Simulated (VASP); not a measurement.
# In (I4/mmm) in VASP: a series of runs

The runs below take In through single point, with PBEsol.

Everything below comes from runs of VASP 6.6.1. Logs are shortened: lines on timing, memory, paths and dates and some standing lists are left out, and cuts for length are marked.

### Step 1. The cell of the first run

The structure is tetragonal, space group I4/mmm (No. 139). Conventional cell: a = 3.450 Å, b = 3.450 Å, c = 4.485 Å, α = 90.00°, β = 90.00°, γ = 90.00°. Within 4.5 Å of In (site symmetry 4/mmm) lie 14 In at 3.31 to 4.48 Å.

### Step 2. Single point, PBEsol

INCAR

```
ALGO     = Fast           # electronic algorithm
EDIFF    = 1E-6           # SCF threshold, eV
ENCUT    = 520            # plane-wave cutoff, eV
GGA      = PS             # functional
ISIF     = 2              # what is computed and relaxed
ISMEAR   = 0              # smearing method
LASPH    = True           # aspherical terms in the spheres
LCHARG   = False          # write CHGCAR
LREAL    = False          # projectors in reciprocal space
LWAVE    = False          # write WAVECAR
NBANDS   = 12             # bands
NELM     = 60             # most SCF steps
PREC     = Accurate       # precision mode
SIGMA    = 0.15           # smearing width, eV
```

KPOINTS

```
k-points
0
Gamma
  20 20 20
```

POSCAR

```
In
1.0
   -1.7248831921      1.7248831921      2.2423481498
    1.7248831921     -1.7248831921      2.2423481498
    1.7248831921      1.7248831921     -2.2423481498
In
1
Direct
    0.0000000000      0.0000000000      0.0000000000
```

Potentials or basis: VASP PAW PBE potentials, release 64 (In_d).

On the command line:

```console
cat potpaw_PBE.64/In_d/POTCAR > POTCAR
mpirun -np 1 vasp_std > vasp.out
```

OUTCAR:

```text
EDIFF = 1E-6
   ENCUT = 520
   GGA = PS
   ISIF = 2
   ISMEAR = 0
   LASPH = True
   LREAL = False
   NELM = 60
   PREC = Accurate

 ion  position               nearest neighbor table
   1  0.000  0.000  0.000-

  LATTYP: Found a body centered tetragonal cell.
 ALAT       =     3.4497663842
 C/A-ratio  =     1.3000000000

  Lattice vectors:

 A1 = (  -1.7248831921,   1.7248831921,   2.2423481498)
 A2 = (   1.7248831921,  -1.7248831921,   2.2423481498)
 A3 = (   1.7248831921,   1.7248831921,  -2.2423481498)

Analysis of symmetry for initial positions (statically):
=====================================================================
 Subroutine PRICEL returns:
 Original cell was already a primitive cell.

 Routine SETGRP: Setting up the symmetry group for a
 body centered tetragonal supercell.

 Subroutine GETGRP returns: Found 16 space group operations
 (whereof 16 operations were pure point group operations)
 out of a pool of 16 trial point group operations.

The static configuration has the point symmetry D_4h.

Analysis of symmetry for dynamics (positions and initial velocities):
=====================================================================
 Subroutine PRICEL returns:
 Original cell was already a primitive cell.

 Routine SETGRP: Setting up the symmetry group for a
 body centered tetragonal supercell.

 Subroutine GETGRP returns: Found 16 space group operations
 (whereof 16 operations were pure point group operations)
 out of a pool of 16 trial point group operations.

The dynamic configuration has the point symmetry D_4h.

 Subroutine INISYM returns: Found 16 space group operations
 (whereof 16 operations are pure point group operations),
 and found     1 'primitive' translations

----------------------------------------------------------------------------------------

                                     Primitive cell

  volume of cell :      26.6859

  direct lattice vectors                    reciprocal lattice vectors
    -1.724883192  1.724883192  2.242348150     0.000000000  0.289874701  0.222980539
     1.724883192 -1.724883192  2.242348150     0.289874701  0.000000000  0.222980539
     1.724883192  1.724883192 -2.242348150     0.289874701  0.289874701  0.000000000

  length of vectors
     3.313392412  3.313392412  3.313392412     0.365715276  0.365715276  0.409944734

  position of ions in fractional coordinates (direct lattice)
     0.000000000  0.000000000  0.000000000

  ion indices of the primitive-cell ions
   primitive index   ion index
                 1           1

----------------------------------------------------------------------------------------

 KPOINTS: k-points

Automatic generation of k-mesh.
 Grid dimensions read from file:
 generate k-points for:   20   20   20

 Generating k-lattice:

  Cartesian coordinates                     Fractional coordinates (reciprocal lattice)
     0.000000000  0.014493735  0.011149027     0.050000000 -0.000000000  0.000000000
     0.014493735  0.000000000  0.011149027    -0.000000000  0.050000000  0.000000000
     0.014493735  0.014493735  0.000000000     0.000000000  0.000000000  0.050000000

  Length of vectors
     0.018285764  0.018285764  0.020497237

  Shift w.r.t. Gamma in fractional coordinates (k-lattice)
     0.000000000  0.000000000  0.000000000

 Subroutine IBZKPT returns following result:
 ===========================================

 Found    641 irreducible k-points:

 Following reciprocal coordinates:
            Coordinates               Weight
  0.000000  0.000000  0.000000      1.000000
  0.050000  0.000000  0.000000      8.000000
  0.100000 -0.000000  0.000000      8.000000
  0.150000  0.000000  0.000000      8.000000
  0.200000 -0.000000  0.000000      8.000000
  0.250000 -0.000000  0.000000      8.000000
[... 16 lines left out ...]
 -0.400000  0.050000  0.000000     16.000000
 -0.350000  0.050000  0.000000     16.000000
 [... further k-points ...]
   k-points           NKPTS =    641   k-points in BZ     NKDIM =    641   number of bands    NBANDS=     12
   number of dos      NEDOS =    301   number of ions     NIONS =      1
   total plane-waves  NPLWV =  21952
   dimension x,y,z NGX =    28 NGY =   28 NGZ =   28
   dimension x,y,z NGXF=    56 NGYF=   56 NGZF=   56
   ions per type =               1
   NGX,Y,Z   is equivalent  to a cutoff of  14.05, 14.05, 14.05 a.u.
   NGXF,Y,Z  is equivalent  to a cutoff of  28.10, 28.10, 28.10 a.u.
 SYSTEM =  unknown system
   PREC   = accura    normal or accurate (medium, high low for compatibility)
   ISTART =      0    job   : 0-new  1-cont  2-samecut
   ICHARG =      2    charge: 1-file 2-atom 10-const
   ISPIN  =      1    spin polarized calculation?
   LNONCOLLINEAR =      F non collinear calculations
   LSORBIT =      F    spin-orbit coupling
   LASPH  =      T    aspherical Exc in radial PAW
   ENCUT  =  520.0 eV  38.22 Ry    6.18 a.u.   6.16  6.16  6.16*2*pi/ulx,y,z
   NELM   =     60;   NELMIN=  2; NELMDL= -5     # of ELM steps
   EDIFF  = 0.1E-05   stopping-criterion for ELM
   LREAL  =      F    real-space projection
[... 7 lines left out ...]
   TEBEG  =    0.0;   TEEND  =   0.0 temperature during run
   PSTRESS=    0.0 pullay stress
   NELECT =      13.0000    total number of electrons
   NUPDOWN=      -1.0000    fix difference up-down
   EMIN   =  10.00;   EMAX   =-10.00  energy-range for DOS
   EFERMI =   0.00;   METHOD = LEGACY
   ISMEAR =     0;   SIGMA  =   0.15  broadening in eV -4-tet -1-fermi 0-gaus
   EFERMI_NEDOS =   21; number of points for ismear=-14 and -15
   IALGO  =     68    algorithm
   IMIX   =      4    mixing-type and parameters
     AMIX     =   0.40;   BMIX     =  1.00
     AMIX_MAG =   1.60;   BMIX_MAG =  1.00
  volume/ion in A,a.u.               =      26.69       180.09
  Fermi-wavevector in a.u.,A,eV,Ry     =   1.288136  2.434225 22.576080  1.659295
  Thomas-Fermi vector in A             =   2.420108
   LORBIT       =      0    0 simple, 1 ext, 2 COOP (PROOUT), +10 PAW based schemes
   GGA     = PS    functional components
   LHFCALC =     F    Hartree Fock is set to
   AEXX    =    0.0000 exact exchange contribution
   IVDW    =     0    specifies the selected vdW correction
   LEPSILON=     F    determine dielectric tensor
   LRPA    =     F    only Hartree local field effects (RPA)
 non-spin polarized calculation
 RMM-DIIS sequential band-by-band and
 Gauss-broadening in eV      SIGMA  =   0.15
  energy-cutoff  :      520.00
  volume of cell :       26.69
 maximum number of plane-waves:       752
 NGX is ok and might be reduce to    28
   NGX = 13   NGY = 13   NGZ = 13

 number of electron      13.0000001 magnetization

 Free energy of the ion-electron system (eV)
  ---------------------------------------------------
  ext. energy  EPLUGINS =         0.00000000
  ---------------------------------------------------
  free energy    TOTEN  =        -2.97958996 eV

  energy without entropy =       -2.97428512  energy(sigma->0) =       -2.97693754

 E-fermi :   7.1131     XC(G=0): -10.3116

 val. band max:        7.1118861026   @ k =  -0.3500   0.4500   0.1500
 cond. band min:       7.1315485839   @ k =   0.5000   0.1500   0.1000
 fundamental gap:      0.0196624813
 Fermi energy:         7.1131443256

 k-point     1 :       0.0000    0.0000    0.0000
  band No.  band energies     occupation
      1      -7.4243      2.00000
      2      -7.4243      2.00000
      3      -7.3235      2.00000
      4      -7.2816      2.00000
      5      -7.1817      2.00000
      6      -2.2958      2.00000
      7      17.4005      0.00000
      8      17.6136      0.00000
      9      17.6136      0.00000
     10      18.6977      0.00000
     11      20.9799      0.00000
     12      20.9811      0.00000

 k-point     2 :       0.0500    0.0000    0.0000
  band No.  band energies     occupation
      1      -7.4223      2.00000
      2      -7.4198      2.00000
      3      -7.3223      2.00000
      4      -7.2810      2.00000
      5      -7.1832      2.00000
      6      -2.2418      2.00000
      7      16.7813      0.00000
      8      17.4158      0.00000
      9      17.4700      0.00000
     10      18.5459      0.00000
     11      21.1822      0.00000
     12      21.2004      0.00000

 k-point     3 :       0.1000   -0.0000    0.0000
  band No.  band energies     occupation
      1      -7.4177      2.00000
      2      -7.4084      2.00000
      3      -7.3187      2.00000
      4      -7.2775      2.00000
      5      -7.1871      2.00000
      6      -2.0793      2.00000
      7      15.2445      0.00000
      8      17.1162      0.00000
      9      17.2091      0.00000
     10      18.4633      0.00000
     11      21.5423      0.00000
     12      21.6814      0.00000
[... 286 lines left out ...]
 k-point    23 :      -0.4000    0.0500    0.0000
  band No.  band energies     occupation
      1      -7.4423      2.00000
      2      -7.4162      2.00000
      3      -7.3220      2.00000
      4      -7.1298      2.00000
      5      -7.0997      2.00000
      6       0.9688      2.00000
      7       6.3822      2.00000
      8      14.6594      0.00000
      9      15.5047      0.00000
     10      17.8828      0.00000
     11      19.5058      0.00000
     12      19.6838      0.00000

 k-point    24 :      -0.3500    0.0500    0.0000
  band No.  band energies     occupation
      1      -7.4355      2.00000
      2      -7.4055      2.00000
      3      -7.3135      2.00000
      4      -7.1577      2.00000
      5      -7.1276      2.00000
      6       0.1779      2.00000
      7       7.7820      0.00000
      8      14.9316      0.00000
      9      15.7403      0.00000
     10      17.8993      0.00000
     11      19.4897      0.00000
     12      20.0493      0.00000

 [... further k-points ...]
[... 5 lines left out ...]
  --------------------------------------------------------------------------------------
  -------------------------------------------------------------------------------------
  Total       -0.2972031     -0.2972031     -0.2627132      0.0000000     -0.0000000      0.0000000
  in kB      -17.8435598    -17.8435598    -15.7728465      0.0000000     -0.0000000      0.0000000
  external PRESSURE =     -17.1533220 kB  Pullay stress =       0.0000000 kB

 VOLUME and BASIS-vectors are now :
 -----------------------------------------------------------------------------
  energy-cutoff  :      520.00
  volume of cell :       26.69
      direct lattice vectors                 reciprocal lattice vectors
    -1.724883192  1.724883192  2.242348150     0.000000000  0.289874701  0.222980539
     1.724883192 -1.724883192  2.242348150     0.289874701  0.000000000  0.222980539
     1.724883192  1.724883192 -2.242348150     0.289874701  0.289874701  0.000000000

 POSITION                                       TOTAL-FORCE (eV/Angst)
 -----------------------------------------------------------------------------------
      0.00000      0.00000      0.00000         0.000000     -0.000000      0.000000
 -----------------------------------------------------------------------------------
    total drift:                               -0.000000     -0.000000     -0.000000

  FREE ENERGIE OF THE ION-ELECTRON SYSTEM (eV)
  ---------------------------------------------------
  free  energy   TOTEN  =        -2.9795899632 eV

  energy  without entropy=       -2.9742851163  energy(sigma->0) =       -2.97693754
```

Run time: 7.7 min. Hardware: 1 thread of AMD EPYC 7R13, shared host; peak memory 0.32 GiB.

What came out:

```yaml
Free_energy: -2.9796 eV
Pressure: -1.7 GPa
Band_gap_on_the_k_mesh: zero (an odd number of electrons rules out a gap without spin polarisation)
```

Caveat: the PAW data sets were made with another functional, which shifts forces and pressure a little; spin-orbit coupling is left out, which moves the levels of the heavy elements.

### Step 3. Single point, PBEsol

INCAR

```
PREC     = Accurate       # precision mode
ENCUT    = 520            # plane-wave cutoff, eV
EDIFF    = 1E-6           # SCF threshold, eV
ISMEAR   = 0              # smearing method
SIGMA    = 0.15           # smearing width, eV
LREAL    = False          # projectors in reciprocal space
LASPH    = True           # aspherical terms in the spheres
NELM     = 80             # most SCF steps
ALGO     = Fast           # electronic algorithm
ISIF     = 2              # what is computed and relaxed
LWAVE    = False          # write WAVECAR
LCHARG   = True           # write CHGCAR
GGA      = PS             # functional
LELF     = True           # ELF
LVHAR    = True         
NBANDS   = 12             # bands
```

KPOINTS

```
Automatic mesh
0
Gamma
  20 20 20
```

POSCAR

```
In
1.0
   -1.9355818093      1.9355818093      1.7807352646
    1.9355818093     -1.9355818093      1.7807352646
    1.9355818093      1.9355818093     -1.7807352646
In
1
Direct
    0.0000000000      0.0000000000      0.0000000000
```

Potentials or basis: VASP PAW PBE potentials, release 64 (In_d).

On the command line:

```console
cat potpaw_PBE.64/In_d/POTCAR > POTCAR
mpirun -np 1 vasp_std > vasp.out
```

Wall time 3.8 min (1 thread of AMD EPYC 7R13, shared host); peak memory 0.3 GiB.

Results (log left out):

- Free energy: -2.9689 eV
- Pressure: -1.4 GPa
- Band gap on the k mesh: zero (an odd number of electrons rules out a gap without spin polarisation)

Stress tensor (GPa, compression positive):
```
-1.42  0.00  0.00
 0.00 -1.42  0.00
 0.00  0.00 -1.27
```

Levels at points of the mesh, in eV from the Fermi level:
```tsv
k point	band 2	band 3	band 4	band 5	band 6	band 7	band 8	band 9	band 10	band 11
(0.00, 0.00, 0.00)	-14.55	-14.55	-14.35	-14.28	-9.43	10.35	10.35	11.44	12.95	12.95
(0.50, 0.00, 0.00)	-14.62	-14.33	-14.27	-14.14	-3.71	-3.03	5.47	6.76	9.59	9.60
(0.50, 0.50, 0.00)	-14.60	-14.38	-14.33	-14.15	-4.35	-3.30	6.68	8.28	10.98	11.02
(0.50, 0.50, 0.50)	-14.67	-14.19	-14.19	-14.17	0.60	0.70	0.70	2.44	4.81	6.02
```

Caveat: the PAW data sets were made with another functional, which shifts forces and pressure a little; spin-orbit coupling is left out, which moves the levels of the heavy elements.
